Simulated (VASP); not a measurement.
## Ti2SnTe3: single point with PBE

Ti2SnTe3:

```xyz
6
Lattice="-2.1405 2.1405 9.9799 2.1405 -2.1405 9.9799 2.1405 2.1405 -9.9799" Properties=species:S:1:pos:R:3 pbc="T T T"
Ti    0.0000    2.1405    4.9900
Ti    2.1405    0.0000    4.9900
Sn    0.0000    0.0000    9.9799
Te    0.0000    0.0000   13.2380
Te    0.0000    0.0000    6.7219
Te    0.0000    0.0000    0.0000
```

The cell was generated, and may not be a known phase.

- Program: VASP 6.6.1
- Task: single point
- Functional: PBE
- Potentials or basis: VASP PAW PBE potentials, release 64 (Ti_sv, Sn_d, Te)
- Cutoff: 520 eV
- k mesh: 6 × 6 × 6
- Occupations: gaussian, width 0.1 eV
- Spin: no spin polarisation
- Dipole correction: no
- Further INCAR settings: ALGO = Normal; EDIFF = 1e-07; NBANDS = 37

* Pressure: 0.0 GPa
* Largest force: 0.008 eV/Å
* Band gap on the k mesh: zero (bands 28 and 29 overlap by 0.74 eV)

Forces in eV/Å, atoms in the order of the input:
```
Ti   0.000  0.000  0.000
Ti   0.000  0.000  0.000
Sn   0.000  0.000  0.000
Te   0.000  0.000 -0.008
Te   0.000  0.000  0.008
Te   0.000  0.000  0.000
```

Levels at points of the mesh, in eV from the Fermi level:
| k point | band 25 | band 26 | band 27 | band 28 | band 29 | band 30 | band 31 | band 32 |
| --- | --- | --- | --- | --- | --- | --- | --- | --- |
| (0.00, 0.00, 0.00) | -2.10 | -1.68 | -0.88 | 0.29 | 0.59 | 0.79 | 1.80 | 1.80 |
| (0.50, 0.00, 0.00) | -0.85 | -0.05 | 0.25 | 0.39 | 0.39 | 0.85 | 0.88 | 1.05 |
| (0.50, 0.50, 0.00) | -2.18 | -1.06 | -0.49 | -0.38 | -0.34 | -0.31 | 1.25 | 1.29 |
| (0.50, 0.50, 0.50) | -1.91 | -1.90 | -0.88 | 0.29 | 0.78 | 0.83 | 1.81 | 1.81 |

It took 29 min on 1 thread of Intel(R) Xeon(R) Platinum 8259CL CPU @ 2.50GHz (Skylake/Cascade Lake), on a shared host, peak memory 1 GiB.

Caveat: spin-orbit coupling is left out, which moves the levels of the heavy elements.
